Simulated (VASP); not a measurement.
## Mg5Zn3O8: single point with PBEsol

Crystal: Mg5Zn3O8.

```
O Zn Mg
1.0
     8.46880    0.00000    0.00000
     0.00000    8.46880    0.00000
     0.00000    0.00000    8.46880
O Zn Mg
32 12 20
Direct
  0.25042 0.00001 0.00137
  0.25210 0.99781 0.49818
  0.24846 0.49996 0.99867
  0.25035 0.50265 0.50299
  0.74988 0.00197 0.00031
  0.74742 0.00168 0.50022
  0.75256 0.49745 0.99996
  0.74991 0.49734 0.50040
  0.99785 0.25250 0.00034
  0.99814 0.25229 0.50018
  0.00053 0.74757 0.00029
  0.00252 0.74748 0.49999
  0.50223 0.25026 0.00045
  0.50227 0.24995 0.50021
  0.49977 0.74954 0.00128
  0.49724 0.74957 0.49727
  0.99999 0.99988 0.24993
  0.99762 0.99962 0.75027
  0.99755 0.50019 0.25027
  0.00037 0.49993 0.75045
  0.49995 0.99997 0.25285
  0.50221 0.00166 0.74805
  0.50236 0.50028 0.25274
  0.49988 0.49722 0.74757
  0.24989 0.24765 0.24989
  0.25008 0.25165 0.75066
  0.24999 0.75317 0.25245
  0.24755 0.74784 0.74794
  0.74999 0.24946 0.24989
  0.75012 0.24936 0.75059
  0.75013 0.75027 0.24955
  0.75228 0.74990 0.75042
  0.99978 0.00017 0.00031
  0.99972 0.99977 0.50001
  0.50028 0.00005 0.00052
  0.50061 0.49949 0.00005
  0.24968 0.25007 0.00015
  0.25059 0.25011 0.50046
  0.24994 0.75002 0.00009
  0.75028 0.74953 0.00019
  0.74984 0.74926 0.49970
  0.25009 0.99949 0.75002
  0.24982 0.50070 0.25090
  0.49979 0.74959 0.74958
  0.00079 0.50008 0.00039
  0.00051 0.49997 0.50038
  0.49965 0.99946 0.50054
  0.49971 0.50009 0.50023
  0.24996 0.75052 0.50045
  0.74999 0.24952 0.00013
  0.75008 0.24951 0.50034
  0.24983 0.00028 0.24942
  0.25068 0.50013 0.75115
  0.75000 0.99954 0.25002
  0.74971 0.99877 0.75052
  0.74984 0.50019 0.24990
  0.74974 0.50034 0.75057
  0.00080 0.24988 0.25031
  0.00085 0.24897 0.75023
  0.00026 0.75035 0.24986
  0.00024 0.75065 0.75048
  0.49913 0.25029 0.24977
  0.49925 0.24927 0.75088
  0.49961 0.74980 0.24887
```

```
Program                : VASP 6.6.1
Task                   : single point
Functional             : PBEsol
Potentials or basis    : VASP PAW PBE potentials, release 64 (O, Zn, Mg)
Cutoff                 : 520 eV
k mesh                 : 1 × 1 × 1, shifted
Occupations            : fermi-dirac, width 0.05 eV
Spin                   : no spin polarisation
Dipole correction      : no
Further INCAR settings : LREAL = Auto; ALGO = Normal; EDIFF = 1e-06; NBANDS = 226; ISYM = 0
```

The pressure is 0.1 GPa and the largest force is 0.083 eV/Å. The band gap on the k mesh is 3.60 eV.

Forces on the atoms (eV/Å):
```
O   -0.007 -0.008  0.042
O    0.053 -0.039 -0.047
O   -0.035  0.016 -0.038
O   -0.011  0.037  0.034
O   -0.009  0.037 -0.008
O   -0.052  0.053  0.003
O    0.045 -0.054  0.004
O    0.004 -0.044  0.008
O   -0.049  0.052  0.003
O   -0.046  0.060 -0.003
O    0.007 -0.046  0.008
O    0.053 -0.055 -0.005
O    0.036 -0.011  0.001
O    0.041 -0.005 -0.006
O   -0.008 -0.007  0.049
O   -0.041  0.012 -0.033
O    0.002 -0.001  0.006
O   -0.037  0.002  0.002
O   -0.042  0.007  0.006
O   -0.005  0.002 -0.001
O   -0.009 -0.010  0.037
O    0.040  0.047 -0.056
O    0.037 -0.013  0.037
O    0.017 -0.036 -0.033
O    0.003 -0.043  0.010
O   -0.008  0.053 -0.005
O   -0.014  0.031  0.037
O   -0.027 -0.030 -0.031
O    0.007  0.000  0.001
O   -0.002 -0.003  0.000
O   -0.006  0.001  0.008
O    0.047 -0.005 -0.005
Zn  -0.004  0.006 -0.005
Zn   0.000  0.001 -0.004
Zn   0.004  0.001  0.003
Zn  -0.001  0.003  0.004
Zn   0.001  0.003  0.002
Zn   0.000  0.001 -0.004
Zn  -0.004 -0.002  0.002
Zn   0.012 -0.001 -0.003
Zn   0.003  0.006  0.003
Zn   0.005  0.004 -0.009
Zn   0.001  0.004  0.002
Zn  -0.002  0.003 -0.009
Mg  -0.003 -0.001 -0.001
Mg  -0.006  0.000  0.003
Mg   0.001 -0.001  0.002
Mg   0.003  0.001 -0.001
Mg  -0.002 -0.003 -0.001
Mg   0.006  0.006 -0.002
Mg   0.001 -0.004  0.003
Mg   0.005 -0.002  0.006
Mg  -0.001 -0.001 -0.008
Mg  -0.003 -0.002 -0.002
Mg   0.000  0.000  0.001
Mg   0.002 -0.004 -0.001
Mg  -0.001  0.000 -0.003
Mg  -0.005 -0.004 -0.008
Mg  -0.001 -0.002  0.005
Mg  -0.002  0.000 -0.001
Mg  -0.002  0.001  0.000
Mg   0.003 -0.002 -0.002
Mg   0.004 -0.006 -0.002
Mg   0.003  0.000  0.005
```

Stress tensor (GPa, compression positive):
```
 0.11  0.07 -0.04
 0.07  0.12 -0.06
-0.04 -0.06  0.05
```

Levels at points of the mesh, in eV from the valence-band top:
```
           k point  band 184  band 185  band 186  band 187  band 188  band 189  band 190  band 191  band 192  band 193
(0.25, 0.25, 0.25)     -0.37     -0.29     -0.20     -0.14      0.00      3.60      4.98      5.21      5.54      5.78
```

It took 37 min on 1 thread of Oxide Virtual Turin-like Processor, on a shared host, peak memory 0.75 GiB.

Caveat: the PAW data sets were made with another functional, which shifts forces and pressure a little; a shifted mesh leaves out Γ, where band edges can lie. A k mesh can miss the band edges.
